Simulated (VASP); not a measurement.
Set up this calculation in VASP 6.6.1, as the native input.

```
Task                   : relaxation of cell and atoms
Functional             : PBE
Potentials or basis    : VASP PAW PBE potentials, release 64 (Ge_d)
Cutoff                 : 600 eV
k mesh                 : 16 × 16 × 9
Occupations            : fermi-dirac, width 0.08 eV
Spin                   : no spin polarisation
Target pressure        : 48 GPa
Dipole correction      : no
Further INCAR settings : ALGO = Normal; EDIFF = 1e-06; IBRION = 2; EDIFFG = -0.005; NSW = 32; ISIF = 3
```

The structure of Ge lies in POSCAR:

```
Ge
1.0
    2.6824111806      0.0000000000      0.0000000000
   -1.3412055903      2.3230362258      0.0000000000
    0.0000000000      0.0000000000      4.3915298158
Ge
2
Direct
    0.3333333333      0.6666666667      0.2500000000
    0.6666666667      0.3333333333      0.7500000000
```

This isn't the form of Ge at room conditions, which is diamond.

These files were run (other wordings do the same):

INCAR

```
  PREC = Accurate
  ENCUT = 600
  EDIFF = 1E-6
  ISMEAR = -1
  SIGMA = 0.08
  LREAL = F
  LASPH = T
  NELM = 60
  ALGO = Normal
  ISIF = 3
  LWAVE = F
  LCHARG = F
  GGA = PE
  IBRION = 2
  NSW = 32
  EDIFFG = -0.005
  PSTRESS = 480.0
```

KPOINTS

```
Automatic mesh
0
Gamma
  16 16 9
```

Potentials or basis: VASP PAW PBE potentials, release 64 (Ge_d).

Command:

```console
$ cat potpaw_PBE.64/Ge_d/POTCAR > POTCAR
$ mpirun -np 1 vasp_std > vasp.out
```

Results of the run:

```
Pressure after relaxing : 48.0 GPa
Band gap on the k mesh  : zero (bands 14 and 15 overlap by 13.14 eV)
```

Caveat: the relaxation stopped at its first step, so nothing moved; the cell is relaxed towards a set pressure, so the run minimises the enthalpy, not the energy.

Wall time 82 s on 1 thread of AMD EPYC 7R43 64-Core Processor (Zen 3) (shared host), peak memory 0.17 GiB.
